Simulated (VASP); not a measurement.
# BPd3W (P1) in VASP: single point with PBE

Aim: the single point of BPd3W with PBE.

Program: VASP 6.6.1. These are calculated values, not measurements. Logs are shortened: lines on timing, memory, paths and dates and some standing lists are left out, and cuts for length are marked.

## 1. The cell of the first run

The typed cell holds 5 atoms: a = 3.864 Å, b = 3.828 Å, c = 3.921 Å, α = 90.22°, β = 90.54°, γ = 88.83°.

## 2. Single point, PBE, collinear spin

POSCAR reads:

```
BPd3W
1.0
    3.8634280000      0.0392660000     -0.0183850000
    0.0392660000      3.8281810000     -0.0074100000
   -0.0183850000     -0.0074100000      3.9208460000
B W Pd
1 1 3
Direct
    0.5268360000      0.5154710000      0.4979040000
    0.0227940000      0.0037220000      0.0164060000
    0.9909730000      0.4985460000      0.5130970000
    0.5103940000      0.0098360000      0.5037050000
    0.5011170000      0.4985780000      0.9984630000
```

INCAR.step1 reads:

```
PREC = Accurate
ENCUT = 520
EDIFF = 1E-7
ISMEAR = -1
SIGMA = 0.1
LREAL = False
LASPH = True
NELM = 150
ALGO = Normal
ISIF = 2
LWAVE = False
LCHARG = True
ISPIN = 2
MAGMOM = 0 1 1 1 1
LMAXMIX = 4
GGA = PE
NBANDS = 36
```

KPOINTS.step1 reads:

```
Automatic mesh
0
Gamma
  5 5 5
  0.5 0.5 0.5
```

INCAR.step2 reads:

```
PREC = Accurate
ENCUT = 520
EDIFF = 1E-7
ISMEAR = -5
SIGMA = 0.1
LREAL = False
LASPH = True
NELM = 150
ALGO = Normal
ISIF = 2
LWAVE = False
LCHARG = False
ISPIN = 2
MAGMOM = 0 1 1 1 1
LORBIT = 11
LMAXMIX = 4
GGA = PE
NBANDS = 36
NEDOS = 2001
ICHARG = 11
```

KPOINTS.step2 reads:

```
Automatic mesh
0
Gamma
  8 8 8
```

Potentials or basis: VASP PAW PBE potentials, release 64 (B, W_sv, Pd).

Launch:

```
$ cat potpaw_PBE.64/B/POTCAR potpaw_PBE.64/W_sv/POTCAR potpaw_PBE.64/Pd/POTCAR > POTCAR
$ cp INCAR.step1 INCAR
$ cp KPOINTS.step1 KPOINTS
$ mpirun -np 1 vasp_std > vasp.out
$ cp INCAR.step2 INCAR
$ cp KPOINTS.step2 KPOINTS
$ mpirun -np 1 vasp_std > vasp.out
```

OUTCAR:

```text
PREC = Accurate
   ENCUT = 520
   EDIFF = 1E-7
   ISMEAR = -5
   LREAL = False
   LASPH = True
   NELM = 150
   ISIF = 2
   ISPIN = 2
   LORBIT = 11
   GGA = PE
   ICHARG = 11

 ion  position               nearest neighbor table
   1  0.527  0.515  0.498-   3 1.79   4 1.89   4 1.94   5 1.96   5 1.97   3 2.07
   2  0.023  0.004  0.016-   5 2.65   4 2.67   5 2.68   3 2.71   5 2.74   3 2.74   3 2.76   3 2.76
                             4 2.76   4 2.77   4 2.81   5 2.82
   3  0.991  0.499  0.513-   1 1.79   1 2.07   4 2.66   4 2.67   5 2.70   2 2.71   4 2.72   5 2.73
                             2 2.74   5 2.75   2 2.76   2 2.76   4 2.83   5 2.83
   4  0.510  0.010  0.504-   1 1.89   1 1.94   3 2.66   3 2.67   2 2.67   5 2.69   3 2.72   5 2.73
                             5 2.76   2 2.76   2 2.77   5 2.78   2 2.81   3 2.83
   5  0.501  0.499  0.998-   1 1.96   1 1.97   2 2.65   2 2.68   4 2.69   3 2.70   3 2.73   4 2.73
                             2 2.74   3 2.75   4 2.76   4 2.78   2 2.82   3 2.83

  LATTYP: Found a triclinic cell.
 ALAT       =     8.6935038538
 B/A-ratio  =     1.0005414158
 C/A-ratio  =     1.3375870804
 COS(alpha) =     0.0000370616
 COS(beta)  =     0.5934258804
 COS(gamma) =     0.8022050651

  Lattice vectors:

 A1 = (  -7.7661220000,  -3.9067130000,   0.0441800000)
 A2 = (  -7.7452410000,  -0.0859420000,   3.9576160000)
 A3 = (  -3.9051900000,  -7.6808080000,  -7.8084870000)

Analysis of symmetry for initial positions (statically):
=====================================================================
 Subroutine PRICEL returns:
 Original cell was already a primitive cell.

 Routine SETGRP: Setting up the symmetry group for a
 triclinic supercell.

 Subroutine GETGRP returns: Found  1 space group operations
 (whereof  1 operations were pure point group operations)
 out of a pool of  2 trial point group operations.

The static configuration has the point symmetry C_1 .

Analysis of symmetry for dynamics (positions and initial velocities):
=====================================================================
 Subroutine PRICEL returns:
 Original cell was already a primitive cell.

 Routine SETGRP: Setting up the symmetry group for a
 triclinic supercell.

 Subroutine GETGRP returns: Found  1 space group operations
 (whereof  1 operations were pure point group operations)
 out of a pool of  2 trial point group operations.

The dynamic configuration has the point symmetry C_1 .

Analysis of structural, dynamic, and magnetic symmetry:
=====================================================================
 Subroutine PRICEL returns:
 Original cell was already a primitive cell.

 Routine SETGRP: Setting up the symmetry group for a
 triclinic supercell.

 Subroutine GETGRP returns: Found  1 space group operations
 (whereof  1 operations were pure point group operations)
 out of a pool of  2 trial point group operations.

The overall configuration has the point symmetry C_1 .

 Subroutine INISYM returns: Found  1 space group operations
 (whereof  1 operations are pure point group operations),
 and found     1 'primitive' translations

----------------------------------------------------------------------------------------

                                     Primitive cell

  volume of cell :      57.9814

  direct lattice vectors                    reciprocal lattice vectors
     3.863428000  0.039266000 -0.018385000     0.258870204 -0.002652915  0.001208839
     0.039266000  3.828181000 -0.007410000    -0.002652915  0.261248811  0.000481294
    -0.018385000 -0.007410000  3.920846000     0.001208839  0.000481294  0.255053575

  length of vectors
     3.863671277  3.828389543  3.920896106     0.258886619  0.261262724  0.255056894

  position of ions in fractional coordinates (direct lattice)
     0.526836000  0.515471000  0.497904000
     0.022794000  0.003722000  0.016406000
     0.990973000  0.498546000  0.513097000
     0.510394000  0.009836000  0.503705000
     0.501117000  0.498578000  0.998463000

  ion indices of the primitive-cell ions
   primitive index   ion index
                 1           1
                 2           2
                 3           3
[... 35 lines left out ...]
  0.250000  0.000000 -0.000000      2.000000
  0.375000  0.000000 -0.000000      2.000000
  0.500000  0.000000 -0.000000      1.000000
 -0.000000  0.125000  0.000000      2.000000
[... 16 lines left out ...]
  0.125000  0.375000 -0.000000      2.000000
  0.250000  0.375000 -0.000000      2.000000
 [... further k-points ...]
   k-points           NKPTS =    260   k-points in BZ     NKDIM =    260   number of bands    NBANDS=     36
   number of dos      NEDOS =   2001   number of ions     NIONS =      5
   total plane-waves  NPLWV =  25200
   dimension x,y,z NGX =    30 NGY =   28 NGZ =   30
   dimension x,y,z NGXF=    60 NGYF=   56 NGZF=   60
   ions per type =               1   1   3
   NGX,Y,Z   is equivalent  to a cutoff of  12.91, 12.16, 12.72 a.u.
   NGXF,Y,Z  is equivalent  to a cutoff of  25.82, 24.32, 25.44 a.u.
 SYSTEM =  unknown system
   PREC   = accura    normal or accurate (medium, high low for compatibility)
   ISTART =      0    job   : 0-new  1-cont  2-samecut
   ICHARG =     11    charge: 1-file 2-atom 10-const
   ISPIN  =      2    spin polarized calculation?
   LNONCOLLINEAR =      F non collinear calculations
   LSORBIT =      F    spin-orbit coupling
   LASPH  =      T    aspherical Exc in radial PAW
   ENCUT  =  520.0 eV  38.22 Ry    6.18 a.u.   7.18  7.12  7.29*2*pi/ulx,y,z
   NELM   =    150;   NELMIN=  2; NELMDL=  0     # of ELM steps
   EDIFF  = 0.1E-06   stopping-criterion for ELM
   LREAL  =      F    real-space projection
   EDIFFG = 0.1E-05   stopping-criterion for IOM
   NSW    =      0    number of steps for IOM
   IBRION =     -1    ionic relax: 0-MD 1-quasi-New 2-CG
   NFREE  =      0    steps in history (QN), initial steepest desc. (CG)
   ISIF   =      2    stress and relaxation
   ISYM   =      2    0-nonsym 1-usesym 2-fastsym
   POTIM  = 0.5000    time-step for ionic-motion
   TEBEG  =    0.0;   TEEND  =   0.0 temperature during run
   PSTRESS=    0.0 pullay stress
   NELECT =      47.0000    total number of electrons
   NUPDOWN=      -1.0000    fix difference up-down
   EMIN   =  10.00;   EMAX   =-10.00  energy-range for DOS
   EFERMI =   0.00;   METHOD = LEGACY
   ISMEAR =    -5;   SIGMA  =   0.10  broadening in eV -4-tet -1-fermi 0-gaus
   EFERMI_NEDOS =   21; number of points for ismear=-14 and -15
   IALGO  =     38    algorithm
   IMIX   =      4    mixing-type and parameters
     AMIX     =   0.40;   BMIX     =  1.00
     AMIX_MAG =   1.60;   BMIX_MAG =  1.00
  volume/ion in A,a.u.               =      11.60        78.26
  Fermi-wavevector in a.u.,A,eV,Ry     =   1.526434  2.884541 31.701569  2.330000
  Thomas-Fermi vector in A             =   2.634468
   LORBIT       =     11    0 simple, 1 ext, 2 COOP (PROOUT), +10 PAW based schemes
   GGA     = PE    functional components
   LHFCALC =     F    Hartree Fock is set to
   AEXX    =    0.0000 exact exchange contribution
   IVDW    =     0    specifies the selected vdW correction
   LEPSILON=     F    determine dielectric tensor
   LRPA    =     F    only Hartree local field effects (RPA)
 spin polarized calculation
 Fermi weights with tetrahedron method with Bloechl corrections
  energy-cutoff  :      520.00
  volume of cell :       57.98
 maximum number of plane-waves:      1579
 NGX is ok and might be reduce to    30

 number of electron      47.0000004 magnetization       0.0001960

 Free energy of the ion-electron system (eV)
  ---------------------------------------------------
  ext. energy  EPLUGINS =         0.00000000
  ---------------------------------------------------
  free energy    TOTEN  =       -29.82019930 eV

  energy without entropy =      -29.82019930  energy(sigma->0) =      -29.82019930

 E-fermi :  13.2523     XC(G=0): -14.0400

 val. band max:       13.2867270945   @ k =  -0.0000   0.2500   0.1250
 cond. band min:      13.2309335700   @ k =  -0.0000   0.5000   0.5000
 fundamental gap:     -0.0557935245
 Fermi energy:        13.2522633064

 spin component 1

 k-point     1 :       0.0000    0.0000    0.0000
  band No.  band energies     occupation
      1     -61.1823      1.00000
      2     -25.4184      1.00000
      3     -25.4127      1.00000
      4     -25.3872      1.00000
      5       0.2024      1.00000
      6       4.4424      1.00000
[... 901 lines left out ...]
     34      25.7423      0.00000
     35      26.0888      0.00000

 [... further k-points ...]

 spin component 2

 k-point     1 :       0.0000    0.0000    0.0000
  band No.  band energies     occupation
      1     -61.1822      1.00000
      2     -25.4183      1.00000
      3     -25.4126      1.00000
      4     -25.3871      1.00000
      5       0.2024      1.00000
      6       4.4424      1.00000
[... 901 lines left out ...]
     34      25.7424      0.00000
     35      26.0888      0.00000

 [... further k-points ...]

 [bands above 35 left out]

------------------------ aborting loop because EDIFF is reached ----------------------------------------

  FORCE on cell =-STRESS in cart. coord.  units (eV):
  Direction    XX          YY          ZZ          XY          YZ          ZX
  --------------------------------------------------------------------------------------
  -------------------------------------------------------------------------------------
  Total       28.5965476     27.7667622     24.6031932      0.2984018      0.0388567      0.1043973
  in kB      790.1973939    767.2682538    679.8505700      8.2456213      1.0737136      2.8847709
  external PRESSURE =     745.7720726 kB  Pullay stress =       0.0000000 kB

 VOLUME and BASIS-vectors are now :
 -----------------------------------------------------------------------------
  energy-cutoff  :      520.00
  volume of cell :       57.98
      direct lattice vectors                 reciprocal lattice vectors
     3.863428000  0.039266000 -0.018385000     0.258870204 -0.002652915  0.001208839
     0.039266000  3.828181000 -0.007410000    -0.002652915  0.261248811  0.000481294
    -0.018385000 -0.007410000  3.920846000     0.001208839  0.000481294  0.255053575

 POSITION                                       TOTAL-FORCE (eV/Angst)
 -----------------------------------------------------------------------------------
      2.04648      1.99031      1.93870        -3.349731     -0.226833     -0.238490
      0.08791      0.01502      0.06388        -0.330391     -0.148730     -0.205519
      3.83870      1.94363      1.98986         3.948554     -0.129955      0.468629
      1.96300      0.05396      1.96549        -0.052058      0.660676      0.216091
      1.93725      1.92093      3.90191        -0.216375     -0.155158     -0.240711
 -----------------------------------------------------------------------------------
    total drift:                               -0.001634      0.001445     -0.000570

  FREE ENERGIE OF THE ION-ELECTRON SYSTEM (eV)
  ---------------------------------------------------
  free  energy   TOTEN  =       -29.8201993028 eV

  energy  without entropy=      -29.8201993028  energy(sigma->0) =      -29.82019930

 total charge

# of ion       s       p       d       tot
------------------------------------------
    1        0.813   1.379   0.000   2.192
    2        2.343   6.255   3.322  11.921
    3        0.677   0.968   8.748  10.393
    4        0.674   0.976   8.738  10.388
    5        0.666   0.936   8.716  10.317
--------------------------------------------------
tot          5.174  10.513  29.524  45.211

 magnetization (x)

# of ion       s       p       d       tot
------------------------------------------
    1        0.000  -0.000   0.000  -0.000
    2        0.000   0.000   0.000   0.000
    3        0.000   0.000   0.000   0.000
    4        0.000   0.000   0.000   0.000
    5        0.000   0.000   0.000   0.000
--------------------------------------------------
tot          0.000   0.000   0.000   0.000
```

Run time: 8.1 min. Hardware: 1 thread of AMD EPYC 9R45 (Zen 5), shared host; peak memory 0.75 GiB.

What came out:

```
Net moment                                            : 0.00 μB per cell
Valence electrons inside the program's atomic spheres : B 2.19; W 11.92; Pd 10.39, 10.32 (each value once)
```

Levels at points of the mesh, in eV from the Fermi level:
Spin up:
```
           k point  band 21  band 22  band 23  band 24  band 25  band 26
(0.00, 0.00, 0.00)    -1.69    -1.64    -1.52     0.83     0.94     2.33
(0.50, 0.00, 0.00)    -1.70    -0.91    -0.86     0.23     0.27     1.82
(0.00, 0.50, 0.00)    -1.78    -0.92    -0.84     0.23     0.35     1.97
(0.50, 0.50, 0.00)    -3.09    -0.28    -0.22    -0.11     0.18     0.46
(0.00, 0.00, 0.50)    -1.74    -0.81    -0.71     0.10     0.39     1.72
(0.50, 0.00, 0.50)    -3.17    -0.28    -0.25    -0.21    -0.08     0.34
(0.00, 0.50, 0.50)    -3.14    -0.38    -0.29    -0.10    -0.02     0.40
(0.50, 0.50, 0.50)    -0.75    -0.69    -0.52    -0.12     0.03     0.13
```
Spin down:
```
           k point  band 21  band 22  band 23  band 24  band 25  band 26
(0.00, 0.00, 0.00)    -1.69    -1.64    -1.52     0.83     0.94     2.33
(0.50, 0.00, 0.00)    -1.70    -0.91    -0.86     0.23     0.27     1.82
(0.00, 0.50, 0.00)    -1.78    -0.92    -0.84     0.23     0.35     1.97
(0.50, 0.50, 0.00)    -3.09    -0.28    -0.22    -0.11     0.18     0.46
(0.00, 0.00, 0.50)    -1.74    -0.81    -0.71     0.10     0.39     1.72
(0.50, 0.00, 0.50)    -3.17    -0.28    -0.25    -0.21    -0.08     0.34
(0.00, 0.50, 0.50)    -3.14    -0.38    -0.29    -0.10    -0.02     0.40
(0.50, 0.50, 0.50)    -0.75    -0.69    -0.52    -0.12     0.03     0.13
```

Caveat: spin-orbit coupling is left out, which moves the levels of the heavy elements; tetrahedron occupations give inexact forces and stress in metals.
